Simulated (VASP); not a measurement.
# Si2Ni (Fm-3m) in VASP: further runs, part 2 of 2

VASP 6.6.1. The steps go on from the part before.

## Step 3: Single point, PBEsol

This run uses another cell than the first one, of 12.35 Å³/atom.

INCAR

```
SYSTEM = Si2Ni
PREC     = Accurate       ! precision mode
ENCUT    = 520            ! plane-wave cutoff, eV
EDIFF    = 1E-6           ! SCF threshold, eV
ISMEAR   = -1             ! smearing method
SIGMA    = 0.1            ! smearing width, eV
LREAL    = .False.        ! projectors in reciprocal space
LASPH    = .True.         ! aspherical terms in the spheres
NELM     = 100            ! most SCF steps
ALGO     = Normal         ! electronic algorithm
ISIF     = 2              ! what is computed and relaxed
LWAVE    = .False.        ! write WAVECAR
LCHARG   = .False.        ! write CHGCAR
GGA      = PS             ! functional
NBANDS   = 16             ! bands
```

KPOINTS

```
Automatic mesh
0
Gamma
  14 14 14
  0 0 0
```

POSCAR

```
Si2Ni
1.0
    0.0000000000      2.6460946931      2.6460946931
    2.6460946931      0.0000000000      2.6460946931
    2.6460946931      2.6460946931      0.0000000000
Si Ni
2 1
Direct
    0.2500000000      0.2500000000      0.2500000000
    0.7500000000      0.7500000000      0.7500000000
    0.0000000000      0.0000000000      0.0000000000
```

Potentials or basis: VASP PAW PBE potentials, release 64 (Si, Ni).

Run with:

```
$ cat potpaw_PBE.64/Si/POTCAR potpaw_PBE.64/Ni/POTCAR > POTCAR
$ mpirun -np 1 vasp_std > vasp.out
```

OUTCAR:

```text
SYSTEM = Si2Ni
   PREC = Accurate
   ENCUT = 520
   EDIFF = 1E-6
   ISMEAR = -1
   LREAL = .False.
   LASPH = .True.
   NELM = 100
   ISIF = 2
   GGA = PS

 ion  position               nearest neighbor table
   1  0.250  0.250  0.250-   3 2.29   3 2.29   3 2.29   3 2.29   2 2.65   2 2.65   2 2.65   2 2.65
                             2 2.65   2 2.65
   2  0.750  0.750  0.750-   3 2.29   3 2.29   3 2.29   3 2.29   1 2.65   1 2.65   1 2.65   1 2.65
                             1 2.65   1 2.65
   3  0.000  0.000  0.000-   2 2.29   2 2.29   2 2.29   1 2.29   1 2.29   1 2.29   2 2.29   1 2.29

  LATTYP: Found a face centered cubic cell.
 ALAT       =     5.2921893862

  Lattice vectors:

 A1 = (   0.0000000000,   2.6460946931,   2.6460946931)
 A2 = (   2.6460946931,   0.0000000000,   2.6460946931)
 A3 = (   2.6460946931,   2.6460946931,   0.0000000000)

Analysis of symmetry for initial positions (statically):
=====================================================================
 Subroutine PRICEL returns:
 Original cell was already a primitive cell.

 Routine SETGRP: Setting up the symmetry group for a
 face centered cubic supercell.

 Subroutine GETGRP returns: Found 48 space group operations
 (whereof 48 operations were pure point group operations)
 out of a pool of 48 trial point group operations.

The static configuration has the point symmetry O_h .

Analysis of symmetry for dynamics (positions and initial velocities):
=====================================================================
 Subroutine PRICEL returns:
 Original cell was already a primitive cell.

 Routine SETGRP: Setting up the symmetry group for a
 face centered cubic supercell.

 Subroutine GETGRP returns: Found 48 space group operations
 (whereof 48 operations were pure point group operations)
 out of a pool of 48 trial point group operations.

The dynamic configuration has the point symmetry O_h .

 Subroutine INISYM returns: Found 48 space group operations
 (whereof 48 operations are pure point group operations),
 and found     1 'primitive' translations

----------------------------------------------------------------------------------------

                                     Primitive cell

  volume of cell :      37.0549

  direct lattice vectors                    reciprocal lattice vectors
     0.000000000  2.646094693  2.646094693    -0.188957712  0.188957712  0.188957712
     2.646094693  0.000000000  2.646094693     0.188957712 -0.188957712  0.188957712
     2.646094693  2.646094693  0.000000000     0.188957712  0.188957712 -0.188957712

  length of vectors
     3.742143002  3.742143002  3.742143002     0.327284358  0.327284358  0.327284358

  position of ions in fractional coordinates (direct lattice)
     0.250000000  0.250000000  0.250000000
     0.750000000  0.750000000  0.750000000
     0.000000000  0.000000000  0.000000000

  ion indices of the primitive-cell ions
   primitive index   ion index
                 1           1
                 2           2
                 3           3

----------------------------------------------------------------------------------------

 KPOINTS: Automatic mesh

Automatic generation of k-mesh.
 Grid dimensions read from file:
 generate k-points for:   14   14   14

 Generating k-lattice:

  Cartesian coordinates                     Fractional coordinates (reciprocal lattice)
    -0.013496979  0.013496979  0.013496979     0.071428571  0.000000000  0.000000000
     0.013496979 -0.013496979  0.013496979     0.000000000  0.071428571  0.000000000
     0.013496979  0.013496979 -0.013496979     0.000000000  0.000000000  0.071428571

  Length of vectors
     0.023377454  0.023377454  0.023377454

  Shift w.r.t. Gamma in fractional coordinates (k-lattice)
     0.000000000  0.000000000  0.000000000

 Subroutine IBZKPT returns following result:
 ===========================================

 Found    104 irreducible k-points:

 Following reciprocal coordinates:
            Coordinates               Weight
  0.000000  0.000000  0.000000      1.000000
  0.071429  0.000000  0.000000      8.000000
  0.142857  0.000000  0.000000      8.000000
  0.214286  0.000000  0.000000      8.000000
  0.285714  0.000000  0.000000      8.000000
  0.357143  0.000000  0.000000      8.000000
[... 16 lines left out ...]
  0.214286  0.142857  0.000000     24.000000
  0.285714  0.142857  0.000000     24.000000
 [... further k-points ...]
   k-points           NKPTS =    104   k-points in BZ     NKDIM =    104   number of bands    NBANDS=     16
   number of dos      NEDOS =    301   number of ions     NIONS =      3
   total plane-waves  NPLWV =  21952
   dimension x,y,z NGX =    28 NGY =   28 NGZ =   28
   dimension x,y,z NGXF=    56 NGYF=   56 NGZF=   56
   ions per type =               2   1
   NGX,Y,Z   is equivalent  to a cutoff of  12.44, 12.44, 12.44 a.u.
   NGXF,Y,Z  is equivalent  to a cutoff of  24.88, 24.88, 24.88 a.u.
 SYSTEM =  Si2Ni
   PREC   = accura    normal or accurate (medium, high low for compatibility)
   ISTART =      0    job   : 0-new  1-cont  2-samecut
   ICHARG =      2    charge: 1-file 2-atom 10-const
   ISPIN  =      1    spin polarized calculation?
   LNONCOLLINEAR =      F non collinear calculations
   LSORBIT =      F    spin-orbit coupling
   LASPH  =      T    aspherical Exc in radial PAW
   ENCUT  =  520.0 eV  38.22 Ry    6.18 a.u.   6.96  6.96  6.96*2*pi/ulx,y,z
   NELM   =    100;   NELMIN=  2; NELMDL= -5     # of ELM steps
   EDIFF  = 0.1E-05   stopping-criterion for ELM
   LREAL  =      F    real-space projection
   EDIFFG = 0.1E-04   stopping-criterion for IOM
   NSW    =      0    number of steps for IOM
   IBRION =     -1    ionic relax: 0-MD 1-quasi-New 2-CG
   NFREE  =      0    steps in history (QN), initial steepest desc. (CG)
   ISIF   =      2    stress and relaxation
   ISYM   =      2    0-nonsym 1-usesym 2-fastsym
   POTIM  = 0.5000    time-step for ionic-motion
   TEBEG  =    0.0;   TEEND  =   0.0 temperature during run
   PSTRESS=    0.0 pullay stress
   NELECT =      18.0000    total number of electrons
   NUPDOWN=      -1.0000    fix difference up-down
   EMIN   =  10.00;   EMAX   =-10.00  energy-range for DOS
   EFERMI =   0.00;   METHOD = LEGACY
   ISMEAR =    -1;   SIGMA  =   0.10  broadening in eV -4-tet -1-fermi 0-gaus
   EFERMI_NEDOS =   21; number of points for ismear=-14 and -15
   IALGO  =     38    algorithm
   IMIX   =      4    mixing-type and parameters
     AMIX     =   0.40;   BMIX     =  1.00
     AMIX_MAG =   1.60;   BMIX_MAG =  1.00
  volume/ion in A,a.u.               =      12.35        83.35
  Fermi-wavevector in a.u.,A,eV,Ry     =   1.286916  2.431919 22.533336  1.656153
  Thomas-Fermi vector in A             =   2.418962
   LORBIT       =      0    0 simple, 1 ext, 2 COOP (PROOUT), +10 PAW based schemes
   GGA     = PS    functional components
   LHFCALC =     F    Hartree Fock is set to
   AEXX    =    0.0000 exact exchange contribution
   IVDW    =     0    specifies the selected vdW correction
   LEPSILON=     F    determine dielectric tensor
   LRPA    =     F    only Hartree local field effects (RPA)
 non-spin polarized calculation
  energy-cutoff  :      520.00
  volume of cell :       37.05
 maximum number of plane-waves:      1012
   NGX = 13   NGY = 13   NGZ = 13

 number of electron      17.9999995 magnetization

 Free energy of the ion-electron system (eV)
  ---------------------------------------------------
  ext. energy  EPLUGINS =         0.00000000
  ---------------------------------------------------
  free energy    TOTEN  =       -18.93149185 eV

  energy without entropy =      -18.90266450  energy(sigma->0) =      -18.91707818

 E-fermi :  11.3991     XC(G=0): -11.9930

 val. band max:       11.3936105174   @ k =   0.4286   0.2857   0.0000
 cond. band min:      11.3999695136   @ k =   0.2143   0.0000   0.0000
 fundamental gap:      0.0063589962
 Fermi energy:        11.3991289828

 k-point     1 :       0.0000    0.0000    0.0000
  band No.  band energies     occupation
      1      -3.1445      2.00000
      2       5.6815      2.00000
      3       5.6815      2.00000
      4       5.6815      2.00000
      5       7.4414      2.00000
      6       7.4414      2.00000
[... 433 lines left out ...]
      3       5.8602      2.00000
      4       5.8981      2.00000
      5       6.8840      2.00000
      6       7.5888      2.00000
[... 8 lines left out ...]
     15      18.5046      0.00000
     16      18.8367      0.00000

 [... further k-points ...]

------------------------ aborting loop because EDIFF is reached ----------------------------------------

  FORCE on cell =-STRESS in cart. coord.  units (eV):
  Direction    XX          YY          ZZ          XY          YZ          ZX
  --------------------------------------------------------------------------------------
  -------------------------------------------------------------------------------------
  Total        2.3107327      2.3107327      2.3107327     -0.0000000     -0.0000000      0.0000000
  in kB       99.9111959     99.9111959     99.9111959     -0.0000000     -0.0000000      0.0000000
  external PRESSURE =      99.9111959 kB  Pullay stress =       0.0000000 kB

 VOLUME and BASIS-vectors are now :
 -----------------------------------------------------------------------------
  energy-cutoff  :      520.00
  volume of cell :       37.05
      direct lattice vectors                 reciprocal lattice vectors
     0.000000000  2.646094693  2.646094693    -0.188957712  0.188957712  0.188957712
     2.646094693  0.000000000  2.646094693     0.188957712 -0.188957712  0.188957712
     2.646094693  2.646094693  0.000000000     0.188957712  0.188957712 -0.188957712

 POSITION                                       TOTAL-FORCE (eV/Angst)
 -----------------------------------------------------------------------------------
      1.32305      1.32305      1.32305         0.000000      0.000000      0.000000
      3.96914      3.96914      3.96914        -0.000000     -0.000000     -0.000000
      0.00000      0.00000      0.00000        -0.000000     -0.000000     -0.000000
 -----------------------------------------------------------------------------------
    total drift:                               -0.000000     -0.000000      0.000000

  FREE ENERGIE OF THE ION-ELECTRON SYSTEM (eV)
  ---------------------------------------------------
  free  energy   TOTEN  =       -18.9314918533 eV

  energy  without entropy=      -18.9026644982  energy(sigma->0) =      -18.91707818
```

Wall time 59 s (1 thread of Intel Xeon Platinum 8375C at 2.90GHz (Ice Lake), shared host); peak memory 0.2 GiB.

What came out:

- Free energy: -18.9315 eV
- Pressure: 10.0 GPa
- Band gap on the k mesh: zero (bands 9 and 10 overlap by 2.13 eV)

Caveat: the cell stands under pressure; the PAW data sets were made with another functional, which shifts forces and pressure a little.

## Step 4: Single point, PBEsol

This run uses another cell than the first one, of 12.54 Å³/atom.

INCAR

```
SYSTEM = Si2Ni
PREC = Accurate
ENCUT = 520
EDIFF = 1E-6
ISMEAR = -1
SIGMA = 0.1
LREAL = .FALSE.
LASPH = .TRUE.
NELM = 80
ALGO = Normal
ISIF = 2
LWAVE = .FALSE.
LCHARG = .FALSE.
GGA = PS
NBANDS = 16
```

KPOINTS

```
regular mesh
0
G
  14 14 14
  0 0 0
```

POSCAR

```
Si2Ni
1.0
    0.0000000000      2.6596144022      2.6596144022
    2.6596144022      0.0000000000      2.6596144022
    2.6596144022      2.6596144022      0.0000000000
Si Ni
2 1
Direct
    0.2500000000      0.2500000000      0.2500000000
    0.7500000000      0.7500000000      0.7500000000
    0.0000000000      0.0000000000      0.0000000000
```

Potentials or basis: VASP PAW PBE potentials, release 64 (Si, Ni).

Run with:

```
$ cat potpaw_PBE.64/Si/POTCAR potpaw_PBE.64/Ni/POTCAR > POTCAR
$ mpirun -np 1 vasp_std > vasp.out
```

OUTCAR:

```text
SYSTEM = Si2Ni
   PREC = Accurate
   ENCUT = 520
   EDIFF = 1E-6
   ISMEAR = -1
   LREAL = .FALSE.
   LASPH = .TRUE.
   NELM = 80
   ISIF = 2
   GGA = PS

 ion  position               nearest neighbor table
   1  0.250  0.250  0.250-   3 2.30   3 2.30   3 2.30   3 2.30   2 2.66   2 2.66   2 2.66   2 2.66
                             2 2.66   2 2.66
   2  0.750  0.750  0.750-   3 2.30   3 2.30   3 2.30   3 2.30   1 2.66   1 2.66   1 2.66   1 2.66
                             1 2.66   1 2.66
   3  0.000  0.000  0.000-   2 2.30   2 2.30   2 2.30   1 2.30   2 2.30   1 2.30   1 2.30   1 2.30

  LATTYP: Found a face centered cubic cell.
 ALAT       =     5.3192288044

  Lattice vectors:

 A1 = (   0.0000000000,   2.6596144022,   2.6596144022)
 A2 = (   2.6596144022,   0.0000000000,   2.6596144022)
 A3 = (   2.6596144022,   2.6596144022,   0.0000000000)

Analysis of symmetry for initial positions (statically):
=====================================================================
 Subroutine PRICEL returns:
 Original cell was already a primitive cell.

 Routine SETGRP: Setting up the symmetry group for a
 face centered cubic supercell.

 Subroutine GETGRP returns: Found 48 space group operations
 (whereof 48 operations were pure point group operations)
 out of a pool of 48 trial point group operations.

The static configuration has the point symmetry O_h .

Analysis of symmetry for dynamics (positions and initial velocities):
=====================================================================
 Subroutine PRICEL returns:
 Original cell was already a primitive cell.

 Routine SETGRP: Setting up the symmetry group for a
 face centered cubic supercell.

 Subroutine GETGRP returns: Found 48 space group operations
 (whereof 48 operations were pure point group operations)
 out of a pool of 48 trial point group operations.

The dynamic configuration has the point symmetry O_h .

 Subroutine INISYM returns: Found 48 space group operations
 (whereof 48 operations are pure point group operations),
 and found     1 'primitive' translations

[... 117 lines left out ...]
  volume/ion in A,a.u.               =      12.54        84.64
  Fermi-wavevector in a.u.,A,eV,Ry     =   1.280374  2.419557 22.304829  1.639359
  Thomas-Fermi vector in A             =   2.412806
   LORBIT       =      0    0 simple, 1 ext, 2 COOP (PROOUT), +10 PAW based schemes
   GGA     = PS    functional components
   LHFCALC =     F    Hartree Fock is set to
   AEXX    =    0.0000 exact exchange contribution
   IVDW    =     0    specifies the selected vdW correction
   LEPSILON=     F    determine dielectric tensor
   LRPA    =     F    only Hartree local field effects (RPA)
 non-spin polarized calculation
  energy-cutoff  :      520.00
  volume of cell :       37.63
 maximum number of plane-waves:      1026
   NGX = 13   NGY = 13   NGZ = 13

 number of electron      17.9999992 magnetization

 Free energy of the ion-electron system (eV)
  ---------------------------------------------------
  ext. energy  EPLUGINS =         0.00000000
  ---------------------------------------------------
  free energy    TOTEN  =       -18.96205643 eV

  energy without entropy =      -18.93317089  energy(sigma->0) =      -18.94761366

 E-fermi :  11.1451     XC(G=0): -11.9219

 val. band max:       11.1322775845   @ k =   0.4286   0.2857   0.0000
 cond. band min:      11.1517791823   @ k =   0.3571   0.2857   0.0714
 fundamental gap:      0.0195015977
 Fermi energy:        11.1451251868

 k-point     1 :       0.0000    0.0000    0.0000
  band No.  band energies     occupation
      1      -3.2300      2.00000
      2       5.5508      2.00000
      3       5.5508      2.00000
      4       5.5508      2.00000
      5       7.2955      2.00000
      6       7.2955      2.00000
[... 433 lines left out ...]
      3       5.7253      2.00000
      4       5.7643      2.00000
      5       6.7442      2.00000
      6       7.4387      2.00000
[... 8 lines left out ...]
     15      18.2398      0.00000
     16      18.5463      0.00000

 [... further k-points ...]

------------------------ aborting loop because EDIFF is reached ----------------------------------------

  FORCE on cell =-STRESS in cart. coord.  units (eV):
  Direction    XX          YY          ZZ          XY          YZ          ZX
  --------------------------------------------------------------------------------------
  -------------------------------------------------------------------------------------
  Total        1.6471361      1.6471361      1.6471361     -0.0000000      0.0000000     -0.0000000
  in kB       70.1381088     70.1381088     70.1381088     -0.0000000      0.0000000     -0.0000000
  external PRESSURE =      70.1381088 kB  Pullay stress =       0.0000000 kB

 VOLUME and BASIS-vectors are now :
 -----------------------------------------------------------------------------
  energy-cutoff  :      520.00
  volume of cell :       37.63
      direct lattice vectors                 reciprocal lattice vectors
     0.000000000  2.659614402  2.659614402    -0.187997177  0.187997177  0.187997177
     2.659614402  0.000000000  2.659614402     0.187997177 -0.187997177  0.187997177
     2.659614402  2.659614402  0.000000000     0.187997177  0.187997177 -0.187997177

 POSITION                                       TOTAL-FORCE (eV/Angst)
 -----------------------------------------------------------------------------------
      1.32981      1.32981      1.32981         0.000000      0.000000      0.000000
      3.98942      3.98942      3.98942        -0.000000     -0.000000     -0.000000
      0.00000      0.00000      0.00000        -0.000000      0.000000      0.000000
 -----------------------------------------------------------------------------------
    total drift:                               -0.000000     -0.000000      0.000000

  FREE ENERGIE OF THE ION-ELECTRON SYSTEM (eV)
  ---------------------------------------------------
  free  energy   TOTEN  =       -18.9620564258 eV

  energy  without entropy=      -18.9331708877  energy(sigma->0) =      -18.94761366
```

stdout:

```text
POSCAR found type information on POSCAR SiNi
 POSCAR found :  2 types and       3 ions
 scaLAPACK will be used
 -----------------------------------------------------------------------------
|                                                                             |
|                                                                             |
|     You enforced a specific xc type in the INCAR file but a different       |
|     I HOPE YOU KNOW WHAT YOU ARE DOING!                                     |
|                                                                             |
 -----------------------------------------------------------------------------

 LDA part: xc-table for (Slater+PW92), standard interpolation
 POSCAR, INCAR and KPOINTS ok, starting setup
 FFT: planning ... GRIDC
 FFT: planning ... GRID_SOFT
 FFT: planning ... GRID
 WAVECAR not read
 entering main loop
```

It took 62 s on 1 thread of Intel Xeon Platinum 8375C at 2.90GHz (Ice Lake), shared host; peak memory 0.2 GiB.

What came out:

| Quantity | Value |
| --- | --- |
| Free energy | -18.9621 eV |
| Pressure | 7.0 GPa |
| Band gap on the k mesh | zero (bands 9 and 10 overlap by 2.13 eV) |

Caveat: the cell stands under pressure; the PAW data sets were made with another functional, which shifts forces and pressure a little.

## Step 5: Overview

| cell | gap on the mesh (eV) | pressure (GPa) |
| --- | --- | --- |
| a = 3.713 Å, angles 60.0°, 3 atoms | none | 15.0 |
| a = 3.742 Å, angles 60.0°, 3 atoms | none | 10.0 |
| a = 3.761 Å, angles 60.0°, 3 atoms | none | 7.0 |

Alike in all rows: task single point; level PBEsol; potentials or basis VASP PAW PBE potentials, release 64 (Si, Ni); no spin polarisation; k mesh 14 × 14 × 14; cutoff (eV) 520; smearing fermi-dirac 0.1 eV.

Caveats: the cell stands under pressure; the PAW data sets were made with another functional, which shifts forces and pressure a little.

Total energies depend on the potentials used, so only differences within one code and one set of settings carry meaning.
